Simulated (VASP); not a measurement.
# Pb (Fm-3m) in VASP: further runs

The runs below take Pb through single point, with r2SCAN, PBEsol, PBEsol-based global hybrid.

Everything below comes from runs of VASP 6.6.1. Logs are shortened: lines on timing, memory, paths and dates and some standing lists are left out, and cuts for length are marked.

### Step 1. The cell of the first run

Symmetry: Fm-3m, No. 225, cubic system. The conventional cell has a = 4.983 Å, b = 4.983 Å, c = 4.983 Å, α = 90.00°, β = 90.00°, γ = 90.00°. Pb (site symmetry m-3m) has 12 Pb at 3.52 Å within 4.6 Å.

### Step 2. Single point, r2SCAN

The input, POSCAR:

```
Pb
1.0
    0.0000000000      2.4914113386      2.4914113386
    2.4914113386      0.0000000000      2.4914113386
    2.4914113386      2.4914113386      0.0000000000
Pb
1
Direct
    0.0000000000      0.0000000000      0.0000000000
```

The input, INCAR.step1:

```
ALGO = Normal
EDIFF = 1E-4
ENCUT = 520
GGA = PE
ISMEAR = -1
LASPH = T
LCHARG = F
LREAL = F
LWAVE = T
NBANDS = 13
NELM = 80
PREC = Accurate
SIGMA = 0.05
```

The input, INCAR.step2:

```
ALGO = Normal
EDIFF = 1E-6
ENCUT = 520
ISIF = 2
ISMEAR = -1
ISTART = 1
LASPH = T
LCHARG = F
LMIXTAU = T
LREAL = F
LWAVE = F
METAGGA = R2SCAN
NBANDS = 13
NELM = 80
PREC = Accurate
SIGMA = 0.05
```

The input, KPOINTS:

```
k-points
0
Gamma
  9 9 9
```

Potentials or basis: VASP PAW PBE potentials, release 64 (Pb_d).

Command:

```sh
$ cat potpaw_PBE.64/Pb_d/POTCAR > POTCAR
$ cp INCAR.step1 INCAR
$ mpirun -np 1 vasp_std > vasp.out
$ cp INCAR.step2 INCAR
$ mpirun -np 1 vasp_std > vasp.out
```

OUTCAR:

```text
EDIFF = 1E-6
   ENCUT = 520
   ISIF = 2
   ISMEAR = -1
   ISTART = 1
   LASPH = T
   LREAL = F
   METAGGA = R2SCAN
   NELM = 80
   PREC = Accurate

 ion  position               nearest neighbor table
   1  0.000  0.000  0.000-

  LATTYP: Found a face centered cubic cell.
 ALAT       =     4.9828226772

  Lattice vectors:

 A1 = (   0.0000000000,   2.4914113386,   2.4914113386)
 A2 = (   2.4914113386,   0.0000000000,   2.4914113386)
 A3 = (   2.4914113386,   2.4914113386,   0.0000000000)

Analysis of symmetry for initial positions (statically):
[... 5 lines left out ...]
 face centered cubic supercell.

 Subroutine GETGRP returns: Found 48 space group operations
 (whereof 48 operations were pure point group operations)
 out of a pool of 48 trial point group operations.

The static configuration has the point symmetry O_h .

Analysis of symmetry for dynamics (positions and initial velocities):
[... 5 lines left out ...]
 face centered cubic supercell.

 Subroutine GETGRP returns: Found 48 space group operations
 (whereof 48 operations were pure point group operations)
 out of a pool of 48 trial point group operations.

The dynamic configuration has the point symmetry O_h .

 Subroutine INISYM returns: Found 48 space group operations
 (whereof 48 operations are pure point group operations),
 and found     1 'primitive' translations

----------------------------------------------------------------------------------------

                                     Primitive cell

  volume of cell :      30.9290

  direct lattice vectors                    reciprocal lattice vectors
     0.000000000  2.491411339  2.491411339    -0.200689462  0.200689462  0.200689462
     2.491411339  0.000000000  2.491411339     0.200689462 -0.200689462  0.200689462
     2.491411339  2.491411339  0.000000000     0.200689462  0.200689462 -0.200689462

  length of vectors
     3.523387704  3.523387704  3.523387704     0.347604344  0.347604344  0.347604344

  position of ions in fractional coordinates (direct lattice)
     0.000000000  0.000000000  0.000000000

  ion indices of the primitive-cell ions
   primitive index   ion index
                 1           1

----------------------------------------------------------------------------------------

 KPOINTS: k-points

Automatic generation of k-mesh.
 Grid dimensions read from file:
 generate k-points for:    9    9    9

 Generating k-lattice:

  Cartesian coordinates                     Fractional coordinates (reciprocal lattice)
    -0.022298829  0.022298829  0.022298829     0.111111111  0.000000000  0.000000000
     0.022298829 -0.022298829  0.022298829     0.000000000  0.111111111  0.000000000
     0.022298829  0.022298829 -0.022298829     0.000000000  0.000000000  0.111111111

  Length of vectors
     0.038622705  0.038622705  0.038622705

  Shift w.r.t. Gamma in fractional coordinates (k-lattice)
     0.000000000  0.000000000  0.000000000

 Subroutine IBZKPT returns following result:
 ===========================================

 Found     35 irreducible k-points:

 Following reciprocal coordinates:
            Coordinates               Weight
  0.000000  0.000000  0.000000      1.000000
  0.111111  0.000000  0.000000      8.000000
  0.222222  0.000000  0.000000      8.000000
  0.333333  0.000000  0.000000      8.000000
  0.444444  0.000000  0.000000      8.000000
  0.111111  0.111111  0.000000      6.000000
[... 16 lines left out ...]
 -0.333333  0.333333  0.000000     12.000000
  0.444444  0.444444  0.000000      6.000000
 [... further k-points ...]
   k-points           NKPTS =     35   k-points in BZ     NKDIM =     35   number of bands    NBANDS=     13
   number of dos      NEDOS =    301   number of ions     NIONS =      1
   total plane-waves  NPLWV =  21952
   dimension x,y,z NGX =    28 NGY =   28 NGZ =   28
   dimension x,y,z NGXF=    56 NGYF=   56 NGZF=   56
   ions per type =               1
   NGX,Y,Z   is equivalent  to a cutoff of  13.21, 13.21, 13.21 a.u.
   NGXF,Y,Z  is equivalent  to a cutoff of  26.42, 26.42, 26.42 a.u.
 SYSTEM =  unknown system
   PREC   = accura    normal or accurate (medium, high low for compatibility)
   ISTART =      1    job   : 0-new  1-cont  2-samecut
   ICHARG =      0    charge: 1-file 2-atom 10-const
   ISPIN  =      1    spin polarized calculation?
   LNONCOLLINEAR =      F non collinear calculations
   LSORBIT =      F    spin-orbit coupling
   LASPH  =      T    aspherical Exc in radial PAW
   ENCUT  =  520.0 eV  38.22 Ry    6.18 a.u.   6.55  6.55  6.55*2*pi/ulx,y,z
   NELM   =     80;   NELMIN=  2; NELMDL=  0     # of ELM steps
   EDIFF  = 0.1E-05   stopping-criterion for ELM
   LREAL  =      F    real-space projection
   EDIFFG = 0.1E-04   stopping-criterion for IOM
   NSW    =      0    number of steps for IOM
   IBRION =     -1    ionic relax: 0-MD 1-quasi-New 2-CG
   NFREE  =      0    steps in history (QN), initial steepest desc. (CG)
   ISIF   =      2    stress and relaxation
   ISYM   =      2    0-nonsym 1-usesym 2-fastsym
   POTIM  = 0.5000    time-step for ionic-motion
   TEBEG  =    0.0;   TEEND  =   0.0 temperature during run
   PSTRESS=    0.0 pullay stress
   NELECT =      14.0000    total number of electrons
   NUPDOWN=      -1.0000    fix difference up-down
   EMIN   =  10.00;   EMAX   =-10.00  energy-range for DOS
   EFERMI =   0.00;   METHOD = LEGACY
   ISMEAR =    -1;   SIGMA  =   0.05  broadening in eV -4-tet -1-fermi 0-gaus
   EFERMI_NEDOS =   21; number of points for ismear=-14 and -15
   IALGO  =     38    algorithm
   IMIX   =      4    mixing-type and parameters
     AMIX     =   0.40;   BMIX     =  1.00
     AMIX_MAG =   1.60;   BMIX_MAG =  1.00
  volume/ion in A,a.u.               =      30.93       208.72
  Fermi-wavevector in a.u.,A,eV,Ry     =   1.256981  2.375350 21.497225  1.580001
  Thomas-Fermi vector in A             =   2.390662
   LORBIT       =      0    0 simple, 1 ext, 2 COOP (PROOUT), +10 PAW based schemes
   METAGGA = R2SCAN    functional components
   LHFCALC =     F    Hartree Fock is set to
   AEXX    =    0.0000 exact exchange contribution
   IVDW    =     0    specifies the selected vdW correction
   LEPSILON=     F    determine dielectric tensor
   LRPA    =     F    only Hartree local field effects (RPA)
 non-spin polarized calculation
  energy-cutoff  :      520.00
  volume of cell :       30.93
 maximum number of plane-waves:       869
 NGX is ok and might be reduce to    28
   NGX = 13   NGY = 13   NGZ = 13

 number of electron      14.0000000 magnetization

 Free energy of the ion-electron system (eV)
  ---------------------------------------------------
  ext. energy  EPLUGINS =         0.00000000
  ---------------------------------------------------
  free energy    TOTEN  =       -56.29756144 eV

  energy without entropy =      -56.29428978  energy(sigma->0) =      -56.29592561

 E-fermi :   6.8482     XC(G=0): -10.8206

 val. band max:        6.6226373816   @ k =  -0.3333   0.3333   0.1111
 cond. band min:       6.8558941177   @ k =  -0.2222   0.3333   0.1111
 fundamental gap:      0.2332567361
 Fermi energy:         6.8481815823

 k-point     1 :       0.0000    0.0000    0.0000
  band No.  band energies     occupation
      1     -10.7098      2.00000
      2     -10.7098      2.00000
      3     -10.7098      2.00000
      4     -10.5702      2.00000
      5     -10.5702      2.00000
      6      -5.1577      2.00000
      7      14.5730      0.00000
      8      14.5730      0.00000
      9      14.5730      0.00000
     10      17.4106      0.00000
     11      19.0340      0.00000
     12      19.9589      0.00000
     13      19.9589      0.00000

 k-point     2 :       0.1111    0.0000    0.0000
  band No.  band energies     occupation
      1     -10.7103      2.00000
      2     -10.6932      2.00000
      3     -10.6932      2.00000
      4     -10.5702      2.00000
      5     -10.5702      2.00000
      6      -4.9130      2.00000
      7      12.2021      0.00000
      8      14.2823      0.00000
      9      14.2823      0.00000
     10      16.9415      0.00000
     11      20.0007      0.00000
     12      20.4722      0.00000
     13      20.4722      0.00000

 k-point     3 :       0.2222    0.0000    0.0000
  band No.  band energies     occupation
      1     -10.7153      2.00000
      2     -10.6738      2.00000
      3     -10.6738      2.00000
      4     -10.5468      2.00000
      5     -10.5468      2.00000
      6      -4.1815      2.00000
      7       8.6499      0.00000
      8      13.6655      0.00000
      9      13.6655      0.00000
     10      16.5584      0.00000
     11      19.5658      0.00000
     12      20.1671      0.00000
     13      20.1671      0.00000

 k-point     4 :       0.3333    0.0000    0.0000
  band No.  band energies     occupation
      1     -10.7266      2.00000
      2     -10.6835      2.00000
      3     -10.6835      2.00000
      4     -10.4870      2.00000
      5     -10.4870      2.00000
      6      -3.0120      2.00000
      7       5.4479      2.00000
      8      13.0791      0.00000
      9      13.0792      0.00000
     10      16.4615      0.00000
     11      18.1967      0.00000
     12      19.2266      0.00000
     13      19.2266      0.00000

 k-point     5 :       0.4444    0.0000    0.0000
  band No.  band energies     occupation
      1     -10.7366      2.00000
      2     -10.6969      2.00000
      3     -10.6969      2.00000
      4     -10.4402      2.00000
      5     -10.4402      2.00000
      6      -1.7293      2.00000
      7       3.1238      2.00000
      8      12.7345      0.00000
      9      12.7345      0.00000
     10      16.6774      0.00000
     11      17.2449      0.00000
     12      18.7434      0.00000
     13      18.7434      0.00000

 k-point     6 :       0.1111    0.1111    0.0000
  band No.  band energies     occupation
      1     -10.7292      2.00000
      2     -10.6754      2.00000
      3     -10.6754      2.00000
      4     -10.5904      2.00000
      5     -10.5558      2.00000
      6      -4.8315      2.00000
      7      12.8969      0.00000
      8      13.3831      0.00000
      9      13.3831      0.00000
     10      16.4354      0.00000
     11      19.1767      0.00000
     12      21.3587      0.00000
     13      21.5094      0.00000

 k-point     7 :       0.2222    0.1111    0.0000
  band No.  band energies     occupation
      1     -10.7381      2.00000
      2     -10.6513      2.00000
      3     -10.6451      2.00000
      4     -10.5958      2.00000
      5     -10.5311      2.00000
      6      -4.2621      2.00000
      7       9.8545      0.00000
      8      12.5386      0.00000
      9      13.0498      0.00000
     10      16.5565      0.00000
     11      17.8861      0.00000
     12      20.7633      0.00000
     13      22.0881      0.00000
[... 193 lines left out ...]
 k-point    20 :       0.3333    0.3333    0.0000
  band No.  band energies     occupation
      1     -10.8334      2.00000
      2     -10.7217      2.00000
      3     -10.4802      2.00000
      4     -10.4802      2.00000
      5     -10.4769      2.00000
      6      -2.2867      2.00000
      7       6.9432      0.26031
      8      10.0040      0.00000
      9      10.0040      0.00000
     10      13.8319      0.00000
     11      14.4155      0.00000
     12      25.8686      0.00000
     13      25.8687      0.00000

 k-point    21 :       0.4444    0.3333    0.0000
  band No.  band energies     occupation
      1     -10.8330      2.00000
      2     -10.7379      2.00000
      3     -10.4911      2.00000
      4     -10.4565      2.00000
      5     -10.4247      2.00000
      6      -1.2401      2.00000
      7       5.3707      2.00000
      8       8.4866      0.00000
      9       9.6915      0.00000
     10      13.6950      0.00000
     11      15.4293      0.00000
     12      24.7770      0.00000
     13      25.0645      0.00000

 k-point    22 :      -0.4444    0.3333    0.0000
  band No.  band energies     occupation
      1     -10.8013      2.00000
      2     -10.6974      2.00000
      3     -10.5091      2.00000
      4     -10.4872      2.00000
      5     -10.4270      2.00000
      6      -0.3167      2.00000
      7       4.4925      2.00000
      8       6.5779      1.99107
      9       9.9484      0.00000
     10      13.8576      0.00000
     11      18.1306      0.00000
     12      23.8565      0.00000
     13      24.0047      0.00000

 k-point    23 :      -0.3333    0.3333    0.0000
  band No.  band energies     occupation
      1     -10.7644      2.00000
      2     -10.6051      2.00000
      3     -10.5585      2.00000
      4     -10.5371      2.00000
      5     -10.4713      2.00000
      6      -0.4691      2.00000
      7       5.1861      2.00000
      8       5.4026      2.00000
      9      10.7440      0.00000
     10      14.3711      0.00000
     11      21.3890      0.00000
     12      23.1010      0.00000
     13      23.1304      0.00000

 k-point    24 :       0.4444    0.4444    0.0000
  band No.  band energies     occupation
      1     -10.8694      2.00000
      2     -10.7739      2.00000
      3     -10.4493      2.00000
      4     -10.4085      2.00000
      5     -10.4085      2.00000
      6      -0.4489      2.00000
      7       4.1898      2.00000
      8       9.2060      0.00000
      9       9.2060      0.00000
     10      12.9575      0.00000
     11      14.0140      0.00000
     12      26.1835      0.00000
     13      27.8553      0.00000

 [... further k-points ...]
[... 5 lines left out ...]
  --------------------------------------------------------------------------------------
  -------------------------------------------------------------------------------------
  Total        0.0280336      0.0280336      0.0280336      0.0000000      0.0000000      0.0000000
  in kB        1.4521879      1.4521879      1.4521879      0.0000000      0.0000000      0.0000000
  external PRESSURE =       1.4521879 kB  Pullay stress =       0.0000000 kB

 VOLUME and BASIS-vectors are now :
 -----------------------------------------------------------------------------
  energy-cutoff  :      520.00
  volume of cell :       30.93
      direct lattice vectors                 reciprocal lattice vectors
     0.000000000  2.491411339  2.491411339    -0.200689462  0.200689462  0.200689462
     2.491411339  0.000000000  2.491411339     0.200689462 -0.200689462  0.200689462
     2.491411339  2.491411339  0.000000000     0.200689462  0.200689462 -0.200689462

 POSITION                                       TOTAL-FORCE (eV/Angst)
 -----------------------------------------------------------------------------------
      0.00000      0.00000      0.00000         0.000000      0.000000      0.000000
 -----------------------------------------------------------------------------------
    total drift:                               -0.000000     -0.000000     -0.000000

  FREE ENERGIE OF THE ION-ELECTRON SYSTEM (eV)
  ---------------------------------------------------
  free  energy   TOTEN  =       -56.2975614354 eV

  energy  without entropy=      -56.2942897839  energy(sigma->0) =      -56.29592561
```

Run time: 85 s. Hardware: 1 thread of AMD EPYC 7R13, shared host; peak memory 0.14 GiB.

What came out:

```
Free energy            : -56.2976 eV
Pressure               : 0.1 GPa
Band gap on the k mesh : zero (band 7 reaches 14.57 eV, above the bottom of band 8 at 5.40 eV)
```

Caveat: the PAW data sets were made with another functional, which shifts forces and pressure a little; spin-orbit coupling is left out, which moves the levels of the heavy elements.

### Step 3. Single point, PBEsol, non-collinear spin, zero start, spin-orbit coupling

This run uses another cell than the first one, of 30.32 Å³/atom, 0.980 times its volume.

The input, INCAR:

```
PREC = Accurate
ENCUT = 520
EDIFF = 1E-6
ISMEAR = -1
SIGMA = 0.05
LREAL = F
LASPH = T
NELM = 150
ALGO = Normal
ISIF = 2
LWAVE = F
LCHARG = T
LNONCOLLINEAR = T
MAGMOM = 0 0 0
LORBIT = 11
LSORBIT = T
GGA_COMPAT = F
LORBMOM = T
GGA = PS
LVHAR = T
NBANDS = 25
```

The input, KPOINTS:

```
Automatic mesh
0
Gamma
  9 9 9
```

The input, POSCAR:

```
Pb
1.0
    0.0000000000      2.4750200000      2.4750200000
    2.4750200000      0.0000000000      2.4750200000
    2.4750200000      2.4750200000      0.0000000000
Pb
1
Direct
    0.0000000000      0.0000000000      0.0000000000
```

Potentials or basis: VASP PAW PBE potentials, release 64 (Pb_d).

Command:

```sh
$ cat potpaw_PBE.64/Pb_d/POTCAR > POTCAR
$ mpirun -np 1 vasp_ncl > vasp.out
```

It took 67 s on 1 thread of AMD EPYC 7R13, shared host; peak memory 0.22 GiB.

It converged, with:

```
Free energy                                           : -4.5543 eV
Pressure                                              : -0.7 GPa
Net moment                                            : 0.00 μB per cell
Valence electrons inside the program's atomic spheres : Pb 11.95
```

Moments on the atoms (μB; x, y, z):
```
Pb  0.00 0.00 0.00
```

Caveat: the PAW data sets were made with another functional, which shifts forces and pressure a little.

### Step 4. Single point, PBEsol-based global hybrid

This run uses another cell than the first one, of 29.39 Å³/atom, 0.950 times its volume.

The input, POSCAR:

```
Pb
1.0
    0.0000000000      2.4494527375      2.4494527375
    2.4494527375      0.0000000000      2.4494527375
    2.4494527375      2.4494527375      0.0000000000
Pb
1
Direct
    0.0000000000      0.0000000000      0.0000000000
```

The input, INCAR.step1:

```
  PREC = Accurate
  ENCUT = 520
  EDIFF = 1E-5
  ISMEAR = -1
  SIGMA = 0.05
  LREAL = False
  LASPH = True
  NELM = 100
  ALGO = Normal
  ISIF = 2
  LWAVE = True
  LCHARG = False
  GGA = PE
  NBANDS = 13
```

The input, INCAR.step2:

```
  PREC = Accurate
  ENCUT = 520
  EDIFF = 1E-6
  ISMEAR = -1
  SIGMA = 0.05
  LREAL = False
  LASPH = True
  NELM = 100
  ALGO = Normal
  ISIF = 2
  LWAVE = False
  LCHARG = False
  GGA = PS
  LHFCALC = True
  AEXX = 0.25
  PRECFOCK = Normal
  ISTART = 1
  NBANDS = 13
```

The input, KPOINTS:

```
regular mesh
0
Gamma
  5 5 5
```

Command:

```sh
$ cat potpaw_PBE.64/Pb_d/POTCAR > POTCAR
$ cp INCAR.step1 INCAR
$ mpirun -np 1 vasp_std > vasp.out
$ cp INCAR.step2 INCAR
$ mpirun -np 1 vasp_std > vasp.out
```

Wall time 5.5 min (1 thread of AMD EPYC 7R13 (Zen 3), shared host); peak memory 0.14 GiB.

The run converged. Its results:

```
Free energy            : -4.8476 eV
Pressure               : -0.3 GPa
Band gap on the k mesh : zero (band 7 reaches 16.25 eV, above the bottom of band 8 at 6.36 eV)
```

Levels at points of the mesh, in eV from the Fermi level:
```
           k point  band 4  band 5  band 6  band 7  band 8  band 9  band 10  band 11
(0.00, 0.00, 0.00)  -18.76  -18.76  -13.30    9.31    9.31    9.31    11.40    13.42
```

Caveat: the k points lie up to 0.44 Å⁻¹ apart; the PAW data sets were made with another functional, which shifts forces and pressure a little; spin-orbit coupling is left out, which moves the levels of the heavy elements.

### Step 5. Overview

| level | spin | cell | k mesh | grid for exact exchange (PRECFOCK) | share of exact exchange | gap on the mesh (eV) | pressure (GPa) |
| --- | --- | --- | --- | --- | --- | --- | --- |
| r2SCAN | off | a = 3.523 Å, angles 60.0°, 1 atom | 9 × 9 × 9 | - | - | none | 0.1 |
| PBEsol | non-collinear, zero start, SOC | a = 3.500 Å, angles 60.0°, 1 atom | 9 × 9 × 9 | - | - | - | -0.7 |
| PBEsol-based global hybrid | off | a = 3.464 Å, angles 60.0°, 1 atom | 5 × 5 × 5 | Normal | 0.25 | none | -0.3 |

Alike in all rows: task single point; potentials or basis VASP PAW PBE potentials, release 64 (Pb_d); cutoff (eV) 520; smearing fermi-dirac 0.05 eV.

Caveats: some runs use coarse meshes; the PAW data sets were made with another functional, which shifts forces and pressure a little; spin-orbit coupling is left out, which moves the levels of the heavy elements (some runs).

Absolute energies hang on the potentials; compare differences alone.
